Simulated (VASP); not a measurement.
**Ta2C: single point with PBEsol**

The system is Ta2C.

```
Ta C
1.0
     3.00244    0.00000    0.00000
    -1.50122    2.60019    0.00000
     0.00000    0.00000    4.77345
Ta C
2 1
Cartesian
  0.0000 1.7335 1.2293
  1.5012 0.8667 3.5442
  0.0000 0.0000 0.0000
```

This cell differs from its parent crystal: equal strain along all axes, cell held: -3.0 %, then relaxed in part.

* Program: VASP 6.6.1
* Task: single point
* Functional: PBEsol
* Potentials or basis: VASP PAW PBE potentials, release 64 (Ta_pv, C)
* Cutoff: 520 eV
* k mesh: 18 × 18 × 10
* Occupations: gaussian, width 0.1 eV
* Spin: no spin polarisation

```json
{
 "Pressure": "30.9 GPa",
 "Largest force": "0.064 eV/Å",
 "Band gap on the k mesh": "zero (band 13 reaches 7.84 eV, above the bottom of band 14 at 6.94 eV)"
}
```

Forces on the atoms (eV/Å):
```
Ta   0.000  0.000  0.064
Ta   0.000  0.000 -0.064
C    0.000  0.000  0.000
```

Stress tensor (GPa, compression positive):
```
30.61  0.00  0.00
 0.00 30.61  0.00
 0.00  0.00 31.63
```

Levels at points of the mesh, in eV from the Fermi level:
```tsv
k point	band 11	band 12	band 13	band 14	band 15	band 16
(0.00, 0.00, 0.00)	-2.81	-0.02	0.54	0.54	1.28	1.28
(0.50, 0.00, 0.00)	-4.25	-1.86	-0.02	3.59	3.92	5.39
(0.00, 0.00, 0.50)	-2.22	-1.38	-0.36	-0.36	3.47	3.47
(0.50, 0.00, 0.50)	-2.74	-1.04	-0.83	1.42	1.56	5.02
```

Run time: 2.1 min on 1 thread of Intel(R) Xeon(R) Platinum 8488C (Sapphire Rapids), with other jobs on the host, peak memory 0.33 GiB.

Caveat: the cell differs from its parent crystal (equal strain along all axes, cell held: -3.0 %, then relaxed in part); the PAW data sets were made with another functional, which shifts forces and pressure a little; spin-orbit coupling is left out, which moves the levels of the heavy elements.
